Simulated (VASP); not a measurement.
Here is a VASP 6.6.1 calculation.

POSCAR

```
BeS
1.0
    0.0000000000      2.4250000000      2.4250000000
    2.4250000000      0.0000000000      2.4250000000
    2.4250000000      2.4250000000      0.0000000000
S Be
1 1
Direct
    0.7500000000      0.7500000000      0.7500000000
    0.0000000000      0.0000000000      0.0000000000
```

INCAR.step1

```
SYSTEM = BeS
PREC = Accurate
ENCUT = 600
EDIFF = 1E-5
ISMEAR = -1
SIGMA = 0.05
LREAL = .False.
LASPH = .True.
NELM = 80
ALGO = Normal
LWAVE = .True.
LCHARG = .False.
GGA = PE
NBANDS = 11
```

File INCAR.step2:

```
SYSTEM = BeS
PREC = Accurate
ENCUT = 600
EDIFF = 1E-6
ISMEAR = -1
SIGMA = 0.05
LREAL = .False.
LASPH = .True.
NELM = 80
ALGO = Normal
ISIF = 3
LWAVE = .False.
LCHARG = .False.
GGA = PS
LHFCALC = .True.
AEXX = 0.25
HFSCREEN = 0.207
PRECFOCK = Normal
IBRION = 2
NSW = 60
EDIFFG = -0.01
ISTART = 1
```

KPOINTS

```
Automatic mesh
0
Gamma
  5 5 5
  0 0 0
```

Potentials or basis: VASP PAW PBE potentials, release 64 (S, Be).

Launch:

```bash
$ cat potpaw_PBE.64/S/POTCAR potpaw_PBE.64/Be/POTCAR > POTCAR
$ cp INCAR.step1 INCAR
$ mpirun -np 1 vasp_std > vasp.out
$ cp INCAR.step2 INCAR
$ mpirun -np 1 vasp_std > vasp.out
```

Q: Predict the relaxed cell.

A: a = 3.416 Å, b = 3.416 Å, c = 3.416 Å, α = 60.00°, β = 60.00°, γ = 60.00°.

Q: What does it give for the relaxed volume?

A: 14.09 Å³/atom.

Q: What does it give for the space group after relaxing (to 0.05 Å)?

A: F-43m (No. 216).

Final structure:
```
S Be
1.0
     0.00000    2.41544    2.41544
     2.41544    0.00000    2.41544
     2.41544    2.41544    0.00000
S Be
1 1
Direct
  0.75000 0.75000 0.75000
  0.00000 0.00000 0.00000
```

Caveat: the k points lie up to 0.45 Å⁻¹ apart in the final cell; the PAW data sets were made with another functional, which shifts forces and pressure a little.
